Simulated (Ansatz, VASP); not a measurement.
# C in VASP and in Ansatz

INCAR

```
  PREC = Accurate
  ENCUT = 520
  EDIFF = 1E-6
  ISMEAR = 0
  SIGMA = 0.15
  LREAL = False
  LASPH = True
  NELM = 60
  ALGO = Normal
  ISIF = 2
  LWAVE = False
  LCHARG = False
  GGA = PE
  IVDW = 12
  NBANDS = 11
```

The input KPOINTS:

```
Automatic mesh
0
Gamma
  30 30 8
```

Contents of POSCAR:

```
C
1.0
    2.4561701622      0.0000000000      0.0000000000
   -1.2280850811      2.1271057565      0.0000000000
    0.0000000000      0.0000000000      8.5238033600
C
2
Direct
    0.1595689396      0.8077033777      0.0000000000
    0.6666666667      0.3333333333      0.0000000000
```

Input for Ansatz:

```yaml
crystal:
  lattice:
    - [2.4561701622, 0.0, 0.0]
    - [-1.2280850811, 2.1271057565, 0.0]
    - [0.0, 0.0, 8.52380336]
  atoms:
    - { symbol: C, position: [0.1595689396, 0.8077033777, 0.0] }
    - { symbol: C, position: [0.6666666667, 0.3333333333, 0.0] }
basis:
  ecutwfc: 420
kpoints:
  mp_grid: { grid: [30, 30, 8] }
hamiltonian:
  xc: pbe
  dispersion: d3bj
scf:
  occupations: { method: gaussian, width: 0.15 }
output:
  forces: true
  stress: true
  eigenvalues: true
```

Alike in both runs: task single point; functional PBE; dispersion D3(BJ); k mesh 30 × 30 × 8; occupations gaussian, width 0.15 eV; no spin polarisation.

```csv
,VASP,Ansatz
version,VASP 6.6.1,Ansatz 0.2.0
potentials or method,"VASP PAW PBE potentials, release 64 (C), cutoff 520 eV","scalar-relativistic, plane waves, PAW"
valence electrons in the cell,8,8
```

Ansatz gave:

```
gap on the k mesh at the Fermi level (eV) : none
rms of the force components (eV/Å)        : 2.889
```

Task: Which values does VASP return?

Result: gap on the k mesh at the Fermi level (eV): none; rms of the force components (eV/Å): 2.944.

Atom by atom the forces differ by 0.059 eV/Å (rms over components). A gap of «none» marks a metal or a gap that the smearing closes.
